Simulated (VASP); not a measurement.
Input of a VASP 6.6.1 run:

The input INCAR:

```
SYSTEM = TaAl2
PREC = Accurate
ENCUT = 600
EDIFF = 1E-6
ISMEAR = 0
SIGMA = 0.1
LREAL = .False.
LASPH = .True.
NELM = 80
ALGO = Normal
ISIF = 3
LWAVE = .False.
LCHARG = .False.
GGA = PE
IBRION = 2
NSW = 90
EDIFFG = -0.04
```

Contents of KPOINTS:

```
Automatic mesh
0
Gamma
  6 6 6
  0 0 0
```

The input POSCAR:

```
TaAl2
1.0
    4.4512863687      0.0000000000      0.0000000000
   -2.2256431844      3.8549270748      0.0000000000
    0.0000000000      0.0000000000      2.8392536504
Ta Al
1 2
Direct
    0.0000000000      0.0000000000      0.0000000000
    0.3333333333      0.6666666667      0.5000000000
    0.6666666667      0.3333333333      0.5000000000
```

Potentials or basis: VASP PAW PBE potentials, release 64 (Ta_pv, Al).

Run with:

```console
$ cat potpaw_PBE.64/Ta_pv/POTCAR potpaw_PBE.64/Al/POTCAR > POTCAR
$ mpirun -np 1 vasp_std > vasp.out
```

Problem. Estimate the space group after relaxing (to 0.05 Å).

Solution. P6/mmm (No. 191).

Problem. Predict the relaxed cell.

Solution. a = 4.500 Å, b = 4.500 Å, c = 2.789 Å, α = 90.00°, β = 90.00°, γ = 120.00°.

Problem. Predict the relaxed volume.

Solution. 16.30 Å³/atom.

Final structure:
```xyz
3
Lattice="4.4999 0.0000 0.0000 -2.2500 3.8971 0.0000 0.0000 0.0000 2.7889" Properties=species:S:1:pos:R:3 pbc="T T T"
Ta    0.0000    0.0000    0.0000
Al    0.0000    2.5980    1.3945
Al    2.2500    1.2990    1.3945
```

Caveat: the k points lie up to 0.38 Å⁻¹ apart in the final cell.
